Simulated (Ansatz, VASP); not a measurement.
Two plane-wave programs on HfO2

```
Hf O
1.0
     0.03305    2.56223    2.56223
     2.56223    0.03305    2.56223
     2.56223    2.56223    0.03305
Hf O
1 2
Direct
  0.00000 0.00000 0.00000
  0.24923 0.24923 0.24923
  0.75077 0.75077 0.75077
```

Change from the starting cell: shear_111 strain +2.0%.

Alike in both runs: task single point; functional HSE06; k mesh 6 × 6 × 6; no spin polarisation.

```csv
,VASP,Ansatz
version,VASP 6.6.1,Ansatz 0.2.0
potentials or method,"VASP PAW PBE potentials, release 64 (Hf_pv, O)","plane waves, PAW"
plane-wave cutoff (eV),520,420
occupations,"gaussian, width 0.01 eV",fixed
valence electrons in the cell,22,38
```

|  | VASP | Ansatz | Ansatz less VASP |
| --- | --- | --- | --- |
| gap on the k mesh at the Fermi level (eV) | 5.31 | 5.35 | +0.049 |
| pressure (GPa) | -10.0 | -5.3 | +4.67 |
| traceless stress, the component that is largest in VASP (GPa) | -0.86 | -0.92 | -0.060 |
| rms of the force components (eV/Å) | 0.010 | 0.003 | -0.0072 |

Atom by atom the forces differ by 0.007 eV/Å (rms over components). One of these differences is far larger than is usual between the two programs; its cause wasn't traced. VASP's potentials hold 22 valence electrons a cell and Ansatz's 38, so a difference there can come from the potentials and not from the codes. Ansatz's warnings: stress exchange threshold loose, stress scf threshold loose.

Spin-orbit coupling is off throughout.
